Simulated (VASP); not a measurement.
# Zn3SeS2 (P3m1) in VASP: notebook, part 2 of 2

VASP 6.6.1.

## (3) Single point, PBE

This run uses another cell than the first one, of 21.26 Å³/atom.

INCAR

```
PREC     = Accurate       # precision mode
ENCUT    = 520            # plane-wave cutoff, eV
EDIFF    = 1E-6           # SCF threshold, eV
ISMEAR   = 0              # smearing method
SIGMA    = 0.1            # smearing width, eV
LREAL    = F              # projectors in reciprocal space
LASPH    = T              # aspherical terms in the spheres
NELM     = 100            # most SCF steps
ALGO     = Normal         # electronic algorithm
ISIF     = 2              # what is computed and relaxed
LWAVE    = F              # write WAVECAR
LCHARG   = T              # write CHGCAR
GGA      = PE             # functional
LELF     = T              # ELF
LVHAR    = T            
NBANDS   = 36             # bands
```

KPOINTS

```
regular mesh
0
Gamma
  6 6 2
```

POSCAR

```
Zn3SeS2
1.0
    3.9172799000      0.0000000000      0.0000000000
   -1.9586399000      3.3924639000      0.0000000000
    0.0000000000      0.0000000000      9.5996207000
Zn Se S
3 1 2
Direct
    0.0000000000      0.0000000000      0.0095910000
    0.6666667000      0.3333333000      0.3334870000
    0.3333333000      0.6666667000      0.6565060000
    0.0000000000      0.0000000000      0.7514400000
    0.6666667000      0.3333333000      0.0874180000
    0.3333333000      0.6666667000      0.4115570000
```

Potentials or basis: VASP PAW PBE potentials, release 64 (Zn, Se, S).

Run with:

```sh
cat potpaw_PBE.64/Zn/POTCAR potpaw_PBE.64/Se/POTCAR potpaw_PBE.64/S/POTCAR > POTCAR
mpirun -np 1 vasp_std > vasp.out
```

OUTCAR:

```text
PREC = Accurate
   ENCUT = 520
   EDIFF = 1E-6
   ISMEAR = 0
   LREAL = F
   LASPH = T
   NELM = 100
   ISIF = 2
   GGA = PE

 ion  position               nearest neighbor table
   1  0.000  0.000  0.010-   5 2.38   5 2.38   5 2.38   4 2.48
   2  0.667  0.333  0.333-   5 2.36   6 2.38   6 2.38   6 2.38
   3  0.333  0.667  0.657-   6 2.35   4 2.44   4 2.44   4 2.44
   4  0.000  0.000  0.751-   3 2.44   3 2.44   3 2.44   1 2.48
   5  0.667  0.333  0.087-   2 2.36   1 2.38   1 2.38   1 2.38
   6  0.333  0.667  0.412-   3 2.35   2 2.38   2 2.38   2 2.38

  LATTYP: Found a hexagonal cell.
 ALAT       =     3.9172799000
 C/A-ratio  =     2.4505832989

  Lattice vectors:

 A1 = (   3.9172799000,   0.0000000000,   0.0000000000)
 A2 = (  -1.9586399000,   3.3924639000,   0.0000000000)
 A3 = (   0.0000000000,   0.0000000000,   9.5996207000)

Analysis of symmetry for initial positions (statically):
=====================================================================
 Subroutine PRICEL returns:
 Original cell was already a primitive cell.

[... 170 lines left out ...]
 cond. band min:       3.3738225418   @ k =   0.0000   0.0000   0.0000
 fundamental gap:      1.4318096378
 Fermi energy:         2.4043461609

 k-point     1 :       0.0000    0.0000    0.0000
  band No.  band energies     occupation
      1     -11.3063      2.00000
      2     -10.7086      2.00000
      3     -10.7042      2.00000
      4      -4.6603      2.00000
      5      -4.6603      2.00000
      6      -4.6393      2.00000
[... 535 lines left out ...]
     35       8.9575      0.00000
     36       9.5452      0.00000

------------------------ aborting loop because EDIFF is reached ----------------------------------------

  FORCE on cell =-STRESS in cart. coord.  units (eV):
  Direction    XX          YY          ZZ          XY          YZ          ZX
  --------------------------------------------------------------------------------------
  -------------------------------------------------------------------------------------
  Total        0.1434221      0.1434221      0.1324332      0.0000000     -0.0000000      0.0000000
  in kB        1.8012450      1.8012450      1.6632344      0.0000000     -0.0000000      0.0000000
  external PRESSURE =       1.7552414 kB  Pullay stress =       0.0000000 kB

 VOLUME and BASIS-vectors are now :
 -----------------------------------------------------------------------------
  energy-cutoff  :      520.00
  volume of cell :      127.57
      direct lattice vectors                 reciprocal lattice vectors
     3.917279900  0.000000000  0.000000000     0.255279180  0.147385500  0.000000000
    -1.958639900  3.392463900  0.000000000     0.000000000  0.294771007  0.000000000
     0.000000000  0.000000000  9.599620700     0.000000000  0.000000000  0.104170782

 POSITION                                       TOTAL-FORCE (eV/Angst)
 -----------------------------------------------------------------------------------
      0.00000      0.00000      0.09207         0.000000     -0.000000      0.007081
      1.95864      1.13082      3.20135        -0.000000     -0.000000     -0.006457
     -0.00000      2.26164      6.30221         0.000000      0.000000     -0.009656
      0.00000      0.00000      7.21354         0.000000      0.000000      0.005726
      1.95864      1.13082      0.83918        -0.000000     -0.000000      0.001638
     -0.00000      2.26164      3.95079        -0.000000     -0.000000      0.001669
 -----------------------------------------------------------------------------------
    total drift:                                0.000006     -0.000000     -0.001409

  FREE ENERGIE OF THE ION-ELECTRON SYSTEM (eV)
  ---------------------------------------------------
  free  energy   TOTEN  =       -19.6625545227 eV

  energy  without entropy=      -19.6625545227  energy(sigma->0) =      -19.66255452
```

It took 36 s on 1 thread of AMD EPYC 9R45 (Zen 5), shared host; peak memory 0.23 GiB.

What came out:

- Free energy: -19.6626 eV
- Pressure: 0.2 GPa
- Largest force: 0.010 eV/Å
- Band gap on the k mesh: 1.43 eV

Forces in eV/Å, atoms in the order of the input:
```
Zn   0.000  0.000  0.007
Zn   0.000  0.000 -0.006
Zn   0.000  0.000 -0.010
Se   0.000  0.000  0.006
S    0.000  0.000  0.002
S    0.000  0.000  0.002
```

Levels at points of the mesh, in eV from the valence-band top:
```csv
k point,band 24,band 25,band 26,band 27,band 28,band 29,band 30,band 31
"(0.00, 0.00, 0.00)",-0.85,-0.28,0.00,0.00,1.43,2.69,3.11,5.94
"(0.50, 0.00, 0.00)",-2.13,-1.90,-1.65,-1.13,3.05,3.57,3.68,3.88
"(0.00, 0.00, 0.50)",-0.74,-0.74,-0.06,-0.06,2.50,2.53,3.01,5.74
"(0.50, 0.00, 0.50)",-2.31,-1.95,-1.07,-0.95,2.73,3.45,3.73,4.53
```
